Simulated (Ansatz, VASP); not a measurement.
**Zr: VASP beside Ansatz**

Contents of POSCAR:

```
Zr
1.0
    3.0904505586      0.0000000000      0.0000000000
   -1.5452252793      2.6764086929      0.0000000000
    0.0000000000      0.0000000000      2.8876397407
Zr
1
Direct
    0.0000000000      0.0000000000      0.0000000000
```

INCAR.step1

```
  PREC = Accurate
  ENCUT = 520
  ISMEAR = 0
  SIGMA = 0.1
  LREAL = False
  LASPH = True
  NELM = 80
  NBANDS = 12
  GGA = PE
  ALGO = Normal
  EDIFF = 1E-4
  LWAVE = True
  LCHARG = False
```

INCAR.step2

```
  PREC = Accurate
  ENCUT = 520
  EDIFF = 1E-7
  ISMEAR = 0
  SIGMA = 0.1
  LREAL = False
  LASPH = True
  NELM = 80
  ALGO = Normal
  ISIF = 2
  LWAVE = False
  LCHARG = False
  METAGGA = R2SCAN
  LMIXTAU = True
  NBANDS = 12
  ISTART = 1
```

Contents of KPOINTS:

```
Automatic mesh
0
Gamma
  6 6 6
```

Input for Ansatz:

```yaml
crystal:
  lattice:
    - [3.0904505586, 0.0, 0.0]
    - [-1.5452252793, 2.6764086929, 0.0]
    - [0.0, 0.0, 2.8876397407]
  atoms:
    - { symbol: Zr, position: [0.0, 0.0, 0.0] }
basis:
  ecutwfc: 500
kpoints:
  mp_grid: { grid: [6, 6, 6] }
hamiltonian:
  xc: r2scan
scf:
  occupations: { method: gaussian, width: 0.1 }
  lower_state_search: "off"
output:
  forces: true
  stress: true
  eigenvalues: true
```

Alike in both runs: task single point; functional r2SCAN; k mesh 6 × 6 × 6; occupations gaussian, width 0.1 eV; no spin polarisation.

|  | VASP | Ansatz |
| --- | --- | --- |
| version | VASP 6.6.1 | Ansatz 0.2.0 |
| potentials or method | VASP PAW PBE potentials, release 64 (Zr_sv), cutoff 520 eV | scalar-relativistic, plane waves, PAW |
| valence electrons in the cell | 12 | 12 |

```tsv
	VASP	Ansatz	Ansatz less VASP
gap on the k mesh at the Fermi level (eV)	none	none	-
pressure (GPa)	-0.8	-0.8	-0.04
traceless stress, the component that is largest in VASP (GPa)	9.17	9.16	-0.006
```

VASP's potentials were made for PBE, not for r2SCAN. A gap of «none» marks a metal or a gap that the smearing closes.

The k mesh is coarse, so the values compare programs but aren't converged.
